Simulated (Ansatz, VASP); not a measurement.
## One calculation of Ba3ZnF, two programs

```xyz
5
Lattice="4.9530 0.0000 0.0000 0.0000 4.9530 0.0000 0.0000 0.0000 4.9530" Properties=species:S:1:pos:R:3 pbc="T T T"
Ba    0.0000    2.4765    2.4765
Ba    2.4765    0.0000    2.4765
Ba    2.4765    2.4765    0.0000
Zn    0.0000    0.0000    0.0000
F     2.4765    2.4765    2.4765
```

Change from the starting cell: species swapped into the CdNi3N type (Pm-3m, No. 221).

Alike in both runs: task single point; functional PBE; k mesh 4 × 4 × 4; occupations gaussian, width 0.1 eV; no spin polarisation.

```csv
,VASP,Ansatz
version,VASP 6.6.1,Ansatz 0.2.0
potentials or method,"VASP PAW PBE potentials, release 64 (Ba_sv, Zn, F_h), cutoff 1350 eV","scalar-relativistic, plane waves, PAW"
valence electrons in the cell,49,49
```

```tsv
	VASP	Ansatz	Ansatz less VASP
gap on the k mesh at the Fermi level (eV)	none	none	-
pressure (GPa)	18.2	16.5	-1.75
```

A gap of «none» marks a metal or a gap that the smearing closes.

Spin-orbit coupling is off throughout.
